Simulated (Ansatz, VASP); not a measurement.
**MoS2 in VASP and in Ansatz**

Contents of INCAR:

```
SYSTEM = MoS2
PREC = Accurate ; ENCUT = 500
EDIFF = 1E-6 ; ISMEAR = 0
SIGMA = 0.05 ; LREAL = .FALSE.
LASPH = .TRUE. ; NELM = 120
ALGO = Normal ; ISIF = 2
LWAVE = .FALSE. ; LCHARG = .FALSE.
GGA = PE ; IVDW = 12
NBANDS = 20 ; GGA_COMPAT = .FALSE.
```

File KPOINTS:

```
Automatic mesh
0
G
  12 12 4
  0 0 0
```

File POSCAR:

```
MoS2
1.0
    3.0953451714      0.0000000000      0.0000000000
   -1.5476725857      2.6806475519      0.0000000000
    0.0000000000      0.0000000000      6.8790951089
Mo S
1 2
Direct
    0.0000000000      0.0000000000      0.0000000000
    0.3333333333      0.6666666667      0.1981708616
    0.3333333333      0.6666666667      0.8018291384
```

Input for Ansatz:

```yaml
crystal:
  lattice:
    - [3.0953451714, 0.0, 0.0]
    - [-1.5476725857, 2.6806475519, 0.0]
    - [0.0, 0.0, 6.8790951089]
  atoms:
    - { symbol: Mo, position: [0.0, 0.0, 0.0] }
    - { symbol: S, position: [0.3333333333, 0.6666666667, 0.1981708616] }
    - { symbol: S, position: [0.3333333333, 0.6666666667, 0.8018291384] }
basis:
  ecutwfc: 420
kpoints:
  mp_grid: { grid: [12, 12, 4] }
hamiltonian:
  xc: pbe
  dispersion: d3bj
scf:
  occupations: { method: gaussian, width: 0.05 }
output:
  forces: true
  stress: true
  eigenvalues: true
```

Alike in both runs: task single point; functional PBE; dispersion D3(BJ); k mesh 12 × 12 × 4; occupations gaussian, width 0.05 eV; no spin polarisation.

|  | VASP | Ansatz |
| --- | --- | --- |
| version | VASP 6.6.1 | Ansatz 0.2.0 |
| potentials or method | VASP PAW PBE potentials, release 64 (Mo_sv, S), cutoff 500 eV | scalar-relativistic, plane waves, PAW |
| valence electrons in the cell | 26 | 26 |

|  | VASP | Ansatz | Ansatz less VASP |
| --- | --- | --- | --- |
| gap on the k mesh at the Fermi level (eV) | 0.12 | 0.10 | -0.021 |
| least direct gap on the mesh (eV) | 1.47 | 1.46 | -0.005 |
| rms of the force components (eV/Å) | 2.735 | 2.756 | +0.0212 |

Atom by atom the forces differ by 0.021 eV/Å (rms over components).
